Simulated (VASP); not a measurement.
**K: single point with PBEsol**

Crystal: K.

```
CELL_PARAMETERS angstrom
-2.12814 2.12814 2.12814
2.12814 -2.12814 2.12814
2.12814 2.12814 -2.12814
ATOMIC_POSITIONS crystal
K 0.00000 0.00000 0.00000
```

```yaml
Program: VASP 6.6.1
Task: single point
Functional: PBEsol
Potentials_or_basis: VASP PAW PBE potentials, release 64 (K_sv)
Cutoff: 520 eV
k_mesh: 16 × 16 × 16
Occupations: fermi-dirac, width 0.05 eV
Spin: no spin polarisation
```

| Property | Result |
| --- | --- |
| Pressure | 7.0 GPa |

Levels at points of the mesh, in eV from the Fermi level:
```csv
k point,band 1,band 2,band 3,band 4,band 5,band 6,band 7,band 8
"(0.00, 0.00, 0.00)",-31.98,-15.29,-15.29,-15.29,-3.19,4.64,4.64,4.64
"(0.50, 0.00, 0.00)",-31.91,-15.84,-15.45,-15.30,0.08,1.39,2.98,6.13
"(0.50, 0.50, 0.50)",-31.86,-15.65,-15.65,-15.65,0.85,0.85,5.80,5.80
```

Run time: 42 s on 1 thread of Intel Xeon 6975P-C (shared host), peak memory 0.19 GiB.

Caveat: the PAW data sets were made with another functional, which shifts forces and pressure a little.
